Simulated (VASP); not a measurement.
Set up this calculation in VASP 6.6.1, as the native input.

```
Task                   : single point
Functional             : LDA
Potentials or basis    : VASP PAW LDA potentials, release 64 (Al, N)
Cutoff                 : 520 eV
k mesh                 : 8 × 6 × 4
Occupations            : gaussian, width 0.05 eV
Spin                   : no spin polarisation
Dipole correction      : no
Further INCAR settings : ALGO = Normal; EDIFF = 1e-07; NBANDS = 26
```

The structure of AlN lies in POSCAR:

```
AlN
1.0
   -1.6378403119      2.8368226349      0.0000000000
    0.0000000000      0.0000000000      4.1006264518
    4.9135209358      2.8368226349      0.0000000000
Al N
4 4
Direct
    0.4293621153      0.7500000000      0.1935936762
    1.0000000000      0.7500000000      0.6666666667
    0.0000000000      0.2500000000      0.3333333333
    0.5000000000      0.2500000000      0.8333333333
    0.5000000000      0.2500000000      0.1666666667
    1.0000000000      0.2500000000      0.6666666667
    0.0000000000      0.7500000000      0.3333333333
    0.5000000000      0.7500000000      0.8333333333
```

This cell differs from its parent crystal: atom 1 (Al) moved by +0.248 Å along [1 0 0] and -0.124 Å along [1 2 0].

One way to write it, as run:

INCAR

```
ALGO     = Normal         # electronic algorithm
EDIFF    = 1E-7           # SCF threshold, eV
ENCUT    = 520            # plane-wave cutoff, eV
ISIF     = 2              # what is computed and relaxed
ISMEAR   = 0              # smearing method
LASPH    = True           # aspherical terms in the spheres
LCHARG   = False          # write CHGCAR
LREAL    = False          # projectors in reciprocal space
LWAVE    = False          # write WAVECAR
NBANDS   = 26             # bands
NELM     = 60             # most SCF steps
PREC     = Accurate       # precision mode
SIGMA    = 0.05           # smearing width, eV
```

KPOINTS

```
k-points
0
Gamma
  8 6 4
```

Potentials or basis: VASP PAW LDA potentials, release 64 (Al, N).

Command:

```sh
$ cat potpaw_LDA.64/Al/POTCAR potpaw_LDA.64/N/POTCAR > POTCAR
$ mpirun -np 1 vasp_std > vasp.out
```

It gave:

* Pressure: 5.3 GPa
* Largest force: 8.893 eV/Å
* Band gap on the k mesh: 3.43 eV

Caveat: the cell differs from its parent crystal (atom 1 (Al) moved by +0.248 Å along [1 0 0] and -0.124 Å along [1 2 0]); the stress differs along the axes, from 1 to 13 GPa; forces of over 1 eV/Å act on the atoms, so gaps and moduli don't describe the material at rest.

It took 67 s on 1 thread of AMD EPYC 9R45 96-Core Processor (Zen 5), on a shared host, peak memory 0.19 GiB.
